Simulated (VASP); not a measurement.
Input of a VASP 6.6.1 run:

The input INCAR:

```
SYSTEM = Re
PREC = Accurate ; ENCUT = 600
EDIFF = 1E-6 ; ISMEAR = 0
SIGMA = 0.1 ; LREAL = .FALSE.
LASPH = .TRUE. ; NELM = 120
ALGO = Normal ; ISIF = 2
LWAVE = .FALSE. ; LCHARG = .FALSE.
GGA = PE ; NBANDS = 10
GGA_COMPAT = .FALSE.
```

The input KPOINTS:

```
Automatic mesh
0
G
  8 8 8
  0 0 0
```

File POSCAR:

```
Re
1.0
    0.0000000000      1.9566279040      1.9566279040
    1.9566279040      0.0000000000      1.9566279040
    1.9566279040      1.9566279040      0.0000000000
Re
1
Direct
    0.0000000000      0.0000000000      0.0000000000
```

Potentials or basis: VASP PAW PBE potentials, release 64 (Re).

Run with:

```bash
$ cat potpaw_PBE.64/Re/POTCAR > POTCAR
$ mpirun -np 1 vasp_std > vasp.out
```

(1) Predict the pressure.

Results:

(1) -0.4 GPa.
